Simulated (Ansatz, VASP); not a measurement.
# One calculation of BAs, two programs

The input INCAR:

```
SYSTEM = BAs
  PREC = Accurate
  ENCUT = 520
  EDIFF = 1E-7
  ISMEAR = 0
  SIGMA = 0.028000000000000004
  LREAL = .FALSE.
  LASPH = .TRUE.
  NELM = 60
  ALGO = Normal
  ISIF = 2
  LWAVE = .FALSE.
  LCHARG = .FALSE.
  GGA = PE
  NBANDS = 11
```

The input KPOINTS:

```
regular mesh
0
G
  10 10 10
  0 0 0
```

POSCAR

```
BAs
1.0
    0.0000000000      2.3885000000      2.3885000000
    2.3885000000      0.0000000000      2.3885000000
    2.3885000000      2.3885000000      0.0000000000
As B
1 1
Direct
    0.7500000000      0.7500000000      0.7500000000
    0.0000000000      0.0000000000      0.0000000000
```

File input.yaml:

```yaml
crystal:
  lattice:
    - [0.0, 2.3885, 2.3885]
    - [2.3885, 0.0, 2.3885]
    - [2.3885, 2.3885, 0.0]
  atoms:
    - { symbol: As, position: [0.75, 0.75, 0.75] }
    - { symbol: B, position: [0.0, 0.0, 0.0] }
kpoints:
  mp_grid: { grid: [10, 10, 10] }
scf:
  occupations: { method: gaussian, width: 0.028 }
hamiltonian:
  xc: pbe
  pseudopotentials: { kind: all_electron, lapw: { basis_error: 0.001 } }
output:
  forces: true
  stress: true
  eigenvalues: true
```

Alike in both runs: task single point; functional PBE; k mesh 10 × 10 × 10; occupations gaussian, width 0.028 eV; no spin polarisation.

```csv
,VASP,Ansatz
version,VASP 6.6.1,Ansatz 0.2.0
potentials or method,"VASP PAW PBE potentials, release 64 (As, B), cutoff 520 eV","all-electron LAPW, scalar-relativistic"
```

```csv
,VASP,Ansatz,Ansatz less VASP
gap on the k mesh at the Fermi level (eV),1.18,1.19,+0.011
least direct gap on the mesh (eV),3.28,3.28,+0.008
pressure (GPa),3.4,2.7,-0.70
```

Ansatz ran all-electron here, and VASP with PAW potentials.
